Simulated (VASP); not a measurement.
# SiNi (rocksalt type) (Fm-3m) in VASP: a series of runs

SiNi (rocksalt type) is run at these levels: PBE; tasks: relaxation of cell and atoms.

Program: VASP 6.6.1. These are calculated values, not measurements. Logs are shortened: lines on timing, memory, paths and dates and some standing lists are left out, and cuts for length are marked.

## (1) The cell of the first run

It takes space group Fm-3m (No. 225, cubic). The conventional cell has a = 4.363 Å, b = 4.363 Å, c = 4.363 Å, α = 90.00°, β = 90.00°, γ = 90.00°. Within 2.9 Å of Ni (site symmetry m-3m) lie 6 Si at 2.18 Å. Si (site symmetry m-3m) has 6 Ni at 2.18 Å within 2.9 Å.

## (2) Relaxation of cell and atoms, PBE, target pressure 61 GPa, at which the enthalpy is minimised

The input, INCAR:

```
SYSTEM = SiNi
PREC     = Accurate       ! precision mode
ENCUT    = 600            ! plane-wave cutoff, eV
EDIFF    = 1E-7           ! SCF threshold, eV
ISMEAR   = -1             ! smearing method
SIGMA    = 0.08           ! smearing width, eV
LREAL    = .FALSE.        ! projectors in reciprocal space
LASPH    = .TRUE.         ! aspherical terms in the spheres
NELM     = 80             ! most SCF steps
ALGO     = Normal         ! electronic algorithm
ISIF     = 3              ! what is computed and relaxed
LWAVE    = .FALSE.        ! write WAVECAR
LCHARG   = .FALSE.        ! write CHGCAR
GGA      = PE             ! functional
IBRION   = 2              ! ionic algorithm
NSW      = 60             ! ionic steps
EDIFFG   = -0.005         ! ionic threshold
PSTRESS  = 610.0
```

The input, KPOINTS:

```
regular mesh
0
G
  16 16 16
  0 0 0
```

The input, POSCAR:

```
SiNi
1.0
    0.0000000000      2.1816983361      2.1816983361
    2.1816983361      0.0000000000      2.1816983361
    2.1816983361      2.1816983361      0.0000000000
Ni Si
1 1
Direct
    0.0000000000      0.0000000000      0.0000000000
    0.5000000000      0.5000000000      0.5000000000
```

Potentials or basis: VASP PAW PBE potentials, release 64 (Ni, Si).

The run is started by

```
cat potpaw_PBE.64/Ni/POTCAR potpaw_PBE.64/Si/POTCAR > POTCAR
mpirun -np 1 vasp_std > vasp.out
```

OUTCAR:

```text
SYSTEM = SiNi
   PREC = Accurate
   ENCUT = 600
   EDIFF = 1E-7
   ISMEAR = -1
   LREAL = .FALSE.
   LASPH = .TRUE.
   NELM = 80
   ISIF = 3
   GGA = PE
   IBRION = 2
   NSW = 60
   EDIFFG = -0.005
   PSTRESS = 610.0

 ion  position               nearest neighbor table
   1  0.000  0.000  0.000-   2 2.18   2 2.18   2 2.18   2 2.18   2 2.18   2 2.18
   2  0.500  0.500  0.500-   1 2.18   1 2.18   1 2.18   1 2.18   1 2.18   1 2.18

  LATTYP: Found a face centered cubic cell.
 ALAT       =     4.3633966722

  Lattice vectors:

 A1 = (   0.0000000000,   2.1816983361,   2.1816983361)
 A2 = (   2.1816983361,   0.0000000000,   2.1816983361)
 A3 = (   2.1816983361,   2.1816983361,   0.0000000000)

Analysis of symmetry for initial positions (statically):
=====================================================================
 Subroutine PRICEL returns:
 Original cell was already a primitive cell.

 Routine SETGRP: Setting up the symmetry group for a
 face centered cubic supercell.

 Subroutine GETGRP returns: Found 48 space group operations
 (whereof 48 operations were pure point group operations)
 out of a pool of 48 trial point group operations.

The static configuration has the point symmetry O_h .

Analysis of symmetry for dynamics (positions and initial velocities):
=====================================================================
 Subroutine PRICEL returns:
 Original cell was already a primitive cell.

 Routine SETGRP: Setting up the symmetry group for a
 face centered cubic supercell.

 Subroutine GETGRP returns: Found 48 space group operations
 (whereof 48 operations were pure point group operations)
 out of a pool of 48 trial point group operations.

The dynamic configuration has the point symmetry O_h .

 Subroutine INISYM returns: Found 48 space group operations
 (whereof 48 operations are pure point group operations),
 and found     1 'primitive' translations

----------------------------------------------------------------------------------------

                                     Primitive cell

  volume of cell :      20.7689

  direct lattice vectors                    reciprocal lattice vectors
     0.000000000  2.181698336  2.181698336    -0.229179255  0.229179255  0.229179255
     2.181698336  0.000000000  2.181698336     0.229179255 -0.229179255  0.229179255
     2.181698336  2.181698336  0.000000000     0.229179255  0.229179255 -0.229179255

  length of vectors
     3.085387376  3.085387376  3.085387376     0.396950114  0.396950114  0.396950114

  position of ions in fractional coordinates (direct lattice)
     0.000000000  0.000000000  0.000000000
     0.500000000  0.500000000  0.500000000

  ion indices of the primitive-cell ions
   primitive index   ion index
                 1           1
                 2           2

----------------------------------------------------------------------------------------

 KPOINTS: regular mesh

Automatic generation of k-mesh.
 Grid dimensions read from file:
 generate k-points for:   16   16   16

 Generating k-lattice:

  Cartesian coordinates                     Fractional coordinates (reciprocal lattice)
    -0.014323703  0.014323703  0.014323703     0.062500000  0.000000000  0.000000000
     0.014323703 -0.014323703  0.014323703     0.000000000  0.062500000  0.000000000
     0.014323703  0.014323703 -0.014323703     0.000000000  0.000000000  0.062500000

  Length of vectors
     0.024809382  0.024809382  0.024809382

  Shift w.r.t. Gamma in fractional coordinates (k-lattice)
     0.000000000  0.000000000  0.000000000

 Subroutine IBZKPT returns following result:
 ===========================================

 Found    145 irreducible k-points:

 Following reciprocal coordinates:
            Coordinates               Weight
  0.000000  0.000000  0.000000      1.000000
  0.062500  0.000000  0.000000      8.000000
  0.125000  0.000000  0.000000      8.000000
  0.187500  0.000000  0.000000      8.000000
  0.250000  0.000000  0.000000      8.000000
  0.312500  0.000000  0.000000      8.000000
[... 16 lines left out ...]
 -0.125000  0.062500  0.000000     24.000000
 -0.062500  0.062500  0.000000     12.000000
 [... further k-points ...]
   k-points           NKPTS =    145   k-points in BZ     NKDIM =    145   number of bands    NBANDS=     11
   number of dos      NEDOS =    301   number of ions     NIONS =      2
   total plane-waves  NPLWV =  21952
   dimension x,y,z NGX =    28 NGY =   28 NGZ =   28
   dimension x,y,z NGXF=    56 NGYF=   56 NGZF=   56
   ions per type =               1   1
   NGX,Y,Z   is equivalent  to a cutoff of  15.09, 15.09, 15.09 a.u.
   NGXF,Y,Z  is equivalent  to a cutoff of  30.17, 30.17, 30.17 a.u.
 SYSTEM =  SiNi
   PREC   = accura    normal or accurate (medium, high low for compatibility)
   ISTART =      0    job   : 0-new  1-cont  2-samecut
   ICHARG =      2    charge: 1-file 2-atom 10-const
   ISPIN  =      1    spin polarized calculation?
   LNONCOLLINEAR =      F non collinear calculations
   LSORBIT =      F    spin-orbit coupling
   LASPH  =      T    aspherical Exc in radial PAW
   ENCUT  =  600.0 eV  44.10 Ry    6.64 a.u.   6.16  6.16  6.16*2*pi/ulx,y,z
   NELM   =     80;   NELMIN=  2; NELMDL= -5     # of ELM steps
   EDIFF  = 0.1E-06   stopping-criterion for ELM
   LREAL  =      F    real-space projection
   EDIFFG = -.5E-02   stopping-criterion for IOM
   NSW    =     60    number of steps for IOM
   IBRION =      2    ionic relax: 0-MD 1-quasi-New 2-CG
   NFREE  =      1    steps in history (QN), initial steepest desc. (CG)
   ISIF   =      3    stress and relaxation
   ISYM   =      2    0-nonsym 1-usesym 2-fastsym
   POTIM  = 0.5000    time-step for ionic-motion
   TEBEG  =    0.0;   TEEND  =   0.0 temperature during run
   PSTRESS=  610.0 pullay stress
   NELECT =      14.0000    total number of electrons
   NUPDOWN=      -1.0000    fix difference up-down
   EMIN   =  10.00;   EMAX   =-10.00  energy-range for DOS
   EFERMI =   0.00;   METHOD = LEGACY
   ISMEAR =    -1;   SIGMA  =   0.08  broadening in eV -4-tet -1-fermi 0-gaus
   EFERMI_NEDOS =   21; number of points for ismear=-14 and -15
   IALGO  =     38    algorithm
   IMIX   =      4    mixing-type and parameters
     AMIX     =   0.40;   BMIX     =  1.00
     AMIX_MAG =   1.60;   BMIX_MAG =  1.00
  volume/ion in A,a.u.               =      10.38        70.08
  Fermi-wavevector in a.u.,A,eV,Ry     =   1.435422  2.712554 28.033922  2.060435
  Thomas-Fermi vector in A             =   2.554722
   LORBIT       =      0    0 simple, 1 ext, 2 COOP (PROOUT), +10 PAW based schemes
   GGA     = PE    functional components
   LHFCALC =     F    Hartree Fock is set to
   AEXX    =    0.0000 exact exchange contribution
   IVDW    =     0    specifies the selected vdW correction
   LEPSILON=     F    determine dielectric tensor
   LRPA    =     F    only Hartree local field effects (RPA)
 conjugate gradient relaxation of ions
 non-spin polarized calculation
  energy-cutoff  :      600.00
  volume of cell :       20.77
 maximum number of plane-waves:       702
 NGX is ok and might be reduce to    28
   NGX = 13   NGY = 13   NGZ = 13

--------------------------------------- Ionic step        1  -------------------------------------------

 number of electron      13.9999996 magnetization

 Free energy of the ion-electron system (eV)
  ---------------------------------------------------
  ext. energy  EPLUGINS =         0.00000000
  ---------------------------------------------------
  free energy    TOTEN  =        -9.98748715 eV

  energy without entropy =       -9.96573559  energy(sigma->0) =       -9.97661137

------------------------ aborting loop because EDIFF is reached ----------------------------------------

  FORCE on cell =-STRESS in cart. coord.  units (eV):
  Direction    XX          YY          ZZ          XY          YZ          ZX
  --------------------------------------------------------------------------------------
  -------------------------------------------------------------------------------------
  Total        7.8743313      7.8743313      7.8743313      0.0000000      0.0000000     -0.0000000
  in kB      607.4494845    607.4494845    607.4494845      0.0000000      0.0000000     -0.0000000
  external PRESSURE =      -2.5505155 kB  Pullay stress =     610.0000000 kB

 VOLUME and BASIS-vectors are now :
 -----------------------------------------------------------------------------
  energy-cutoff  :      600.00
  volume of cell :       20.77
      direct lattice vectors                 reciprocal lattice vectors
     0.000000000  2.181698336  2.181698336    -0.229179255  0.229179255  0.229179255
     2.181698336  0.000000000  2.181698336     0.229179255 -0.229179255  0.229179255
     2.181698336  2.181698336  0.000000000     0.229179255  0.229179255 -0.229179255
[... 46 lines left out ...]
  FREE ENERGIE OF THE ION-ELECTRON SYSTEM (eV)
  ---------------------------------------------------
  free  energy   TOTEN  =        -9.9685116345 eV

  energy  without entropy=       -9.9468210307  energy(sigma->0) =       -9.95766633

  enthalpy is  TOTEN    =        -2.0800216102 eV   P V=        7.8884900243

--------------------------------------- Ionic step        3  -------------------------------------------

 number of electron      13.9999996 magnetization

 Free energy of the ion-electron system (eV)
  ---------------------------------------------------
  ext. energy  EPLUGINS =         0.00000000
  ---------------------------------------------------
  free energy    TOTEN  =        -9.98270128 eV

  energy without entropy =       -9.96096499  energy(sigma->0) =       -9.97183314

 E-fermi :  12.7983     XC(G=0): -12.9839

 val. band max:       12.7837051746   @ k =  -0.4375   0.3125   0.0000
 cond. band min:      12.7998986311   @ k =   0.3125   0.0625   0.0000
 fundamental gap:      0.0161934565
 Fermi energy:        12.7983245579

 k-point     1 :       0.0000    0.0000    0.0000
  band No.  band energies     occupation
      1      -1.4137      2.00000
      2       9.1235      2.00000
      3       9.1235      2.00000
      4       9.1235      2.00000
      5       9.2302      2.00000
      6       9.2302      2.00000
      7      17.9563      0.00000
      8      17.9563      0.00000
      9      17.9563      0.00000
     10      23.7675      0.00000
     11      23.7675      0.00000

 k-point     2 :       0.0625    0.0000    0.0000
  band No.  band energies     occupation
      1      -1.3211      2.00000
      2       9.0681      2.00000
      3       9.1307      2.00000
      4       9.1307      2.00000
      5       9.2159      2.00000
      6       9.2159      2.00000
      7      17.4794      0.00000
      8      17.9905      0.00000
      9      17.9905      0.00000
     10      23.1640      0.00000
     11      23.8513      0.00000
[... 295 lines left out ...]
 k-point    24 :      -0.0625    0.0625    0.0000
  band No.  band energies     occupation
      1      -1.1674      2.00000
      2       8.9899      2.00000
      3       9.0743      2.00000
      4       9.1044      2.00000
      5       9.1893      2.00000
      6       9.2918      2.00000
      7      17.0779      0.00000
      8      17.4220      0.00000
      9      18.3534      0.00000
     10      22.7622      0.00000
     11      23.8758      0.00000

 [... further k-points ...]

------------------------ aborting loop because EDIFF is reached ----------------------------------------

  FORCE on cell =-STRESS in cart. coord.  units (eV):
  Direction    XX          YY          ZZ          XY          YZ          ZX
  --------------------------------------------------------------------------------------
  -------------------------------------------------------------------------------------
  Total        7.9070034      7.9070034      7.9070034      0.0000000      0.0000000      0.0000000
  in kB      610.3399583    610.3399583    610.3399583      0.0000000      0.0000000      0.0000000
  external PRESSURE =       0.3399583 kB  Pullay stress =     610.0000000 kB

 VOLUME and BASIS-vectors are now :
 -----------------------------------------------------------------------------
  energy-cutoff  :      600.00
  volume of cell :       20.76
      direct lattice vectors                 reciprocal lattice vectors
     0.000000000  2.181257325  2.181257325    -0.229225591  0.229225591  0.229225591
     2.181257325  0.000000000  2.181257325     0.229225591 -0.229225591  0.229225591
     2.181257325  2.181257325  0.000000000     0.229225591  0.229225591 -0.229225591

 POSITION                                       TOTAL-FORCE (eV/Angst)
 -----------------------------------------------------------------------------------
      0.00000      0.00000      0.00000         0.000000      0.000000     -0.000000
      2.18126      2.18126      2.18126        -0.000000     -0.000000      0.000000
 -----------------------------------------------------------------------------------
    total drift:                               -0.000000     -0.000000      0.000000

  FREE ENERGIE OF THE ION-ELECTRON SYSTEM (eV)
  ---------------------------------------------------
  free  energy   TOTEN  =        -9.9827012849 eV

  energy  without entropy=       -9.9609649878  energy(sigma->0) =       -9.97183314

  enthalpy is  TOTEN    =        -2.0801020832 eV   P V=        7.9025992017

 reached required accuracy - stopping structural energy minimisation
```

Wall time 43 s (1 thread of Intel Xeon 6975P-C (Granite Rapids), shared host); peak memory 0.19 GiB.

What came out:

```
Free energy                                            : -9.9827 eV
Relaxed volume                                         : 10.38 Å³/atom
Relaxed cell                                           : a = 3.085 Å, b = 3.085 Å, c = 3.085 Å, α = 60.00°, β = 60.00°, γ = 60.00°
Space group after relaxing (to 0.05 Å)                 : Fm-3m (No. 225)
Energy change on relaxing (the enthalpy is what falls) : +2.4 meV/atom
Ionic steps                                            : 3
Pressure after relaxing                                : 61.0 GPa
Band gap on the k mesh                                 : zero (band 7 reaches 17.96 eV, above the bottom of band 8 at 11.32 eV)
```

Step by step:
```tsv
step	energy change (eV)	largest force (eV/Å)	pressure (GPa)	volume (Å³)
1	0.0000	0.0000	60.74	20.77
2	0.0190	0.0000	61.70	20.72
3	0.0048	0.0000	61.03	20.76
```

Final structure:
```cif
data_structure
_symmetry_space_group_name_H-M 'P 1'
_symmetry_Int_Tables_number 1
_cell_length_a 3.0848
_cell_length_b 3.0848
_cell_length_c 3.0848
_cell_angle_alpha 60.000
_cell_angle_beta 60.000
_cell_angle_gamma 60.000
_cell_volume 20.76
loop_
_atom_site_label
_atom_site_type_symbol
_atom_site_fract_x
_atom_site_fract_y
_atom_site_fract_z
_atom_site_occupancy
Ni1 Ni 0.00000 0.00000 0.00000 1
Si1 Si 0.50000 0.50000 0.50000 1
```

Caveat: the cell is relaxed towards a set pressure, so the enthalpy falls and the energy may rise. Spin polarisation is off, so any magnetic state and its effect on volume and gap are missing.

## (3) Relaxation of cell and atoms, PBE, target pressure 61 GPa, at which the enthalpy is minimised

The input, INCAR:

```
SYSTEM = SiNi
PREC = Accurate
ENCUT = 600
EDIFF = 1E-6
ISMEAR = -1
SIGMA = 0.08
LREAL = .False.
LASPH = .True.
NELM = 100
ALGO = Normal
ISIF = 3
LWAVE = .False.
LCHARG = .False.
GGA = PE
IBRION = 2
NSW = 32
EDIFFG = -0.005
PSTRESS = 610.0
```

The input, KPOINTS:

```
regular mesh
0
Gamma
  16 16 16
  0 0 0
```

The input, POSCAR:

```
SiNi
1.0
    0.0000000000      2.1816296069      2.1816296069
    2.1816296069      0.0000000000      2.1816296069
    2.1816296069      2.1816296069      0.0000000000
Ni Si
1 1
Direct
    0.0000000000      0.0000000000      0.0000000000
    0.5000000000      0.5000000000      0.5000000000
```

Potentials or basis: VASP PAW PBE potentials, release 64 (Ni, Si).

The run is started by

```
cat potpaw_PBE.64/Ni/POTCAR potpaw_PBE.64/Si/POTCAR > POTCAR
mpirun -np 1 vasp_std > vasp.out
```

It took 35 s on 1 thread of Intel Xeon 6975P-C (Granite Rapids), shared host; peak memory 0.19 GiB.

Results (log left out):

```
Free energy                                            : -9.9830 eV
Relaxed volume                                         : 10.38 Å³/atom
Relaxed cell                                           : a = 3.085 Å, b = 3.085 Å, c = 3.085 Å, α = 60.00°, β = 60.00°, γ = 60.00°
Space group after relaxing (to 0.05 Å)                 : Fm-3m (No. 225)
Energy change on relaxing (the enthalpy is what falls) : +1.9 meV/atom
Ionic steps                                            : 3
Pressure after relaxing                                : 61.0 GPa
Band gap on the k mesh                                 : zero (band 7 reaches 17.96 eV, above the bottom of band 8 at 11.32 eV)
```

Step by step:
```csv
step,energy change (eV),largest force (eV/Å),pressure (GPa),volume (Å³)
1,0.0000,0.0000,60.80,20.77
2,0.0151,0.0000,61.51,20.73
3,0.0038,0.0000,61.03,20.76
```

Final structure:
```
Ni Si
1.0
     0.00000    2.18128    2.18128
     2.18128    0.00000    2.18128
     2.18128    2.18128    0.00000
Ni Si
1 1
Cartesian
  0.0000 0.0000 0.0000
  2.1813 2.1813 2.1813
```

Levels at points of the mesh, in eV from the Fermi level:
| k point | band 3 | band 4 | band 5 | band 6 | band 7 | band 8 | band 9 | band 10 | band 11 |
| --- | --- | --- | --- | --- | --- | --- | --- | --- | --- |
| (0.00, 0.00, 0.00) | -3.67 | -3.67 | -3.57 | -3.57 | 5.16 | 5.16 | 5.16 | 10.97 | 10.97 |
| (0.50, 0.00, 0.00) | -4.58 | -4.58 | -2.52 | -2.52 | -1.59 | 6.63 | 6.63 | 7.20 | 7.20 |
| (0.50, 0.50, 0.00) | -4.99 | -3.06 | -2.26 | -2.26 | -0.87 | -0.34 | -0.34 | 5.46 | 6.58 |

Caveat: the cell is relaxed towards a set pressure, so the enthalpy falls and the energy may rise. Spin polarisation is off, so any magnetic state and its effect on volume and gap are missing.
